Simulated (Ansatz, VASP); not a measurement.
**Mg in VASP and in Ansatz**

```
Mg
1.0
     0.00000    3.20689    3.20689
     3.20689    0.00000    3.20689
     3.20689    3.20689    0.00000
Mg
2
Cartesian
  0.8017 0.8017 0.8017
  5.6121 5.6121 5.6121
```

Alike in both runs: task single point; functional LDA; k mesh 9 × 9 × 9; occupations fermi-dirac, width 0.1 eV; no spin polarisation.

|  | VASP | Ansatz |
| --- | --- | --- |
| version | VASP 6.6.1 | Ansatz 0.2.0 |
| potentials or method | VASP PAW LDA potentials, release 64 (Mg), cutoff 520 eV | plane waves (420 eV) with PAW, scalar-relativistic |
| valence electrons in the cell | 4 | 20 |

Ansatz gave:

```
pressure (GPa) : 2.1
```

What did VASP give for the same quantities?

Pressure (GPa): 2.0.

Ansatz warns that its potentials were made for another functional, while VASP's fit it. LDA's correlation is that of Perdew and Zunger in VASP and of Perdew and Wang (1992) in Ansatz. VASP's potentials hold 4 valence electrons a cell and Ansatz's 20, so a difference there can come from the potentials and not from the codes.
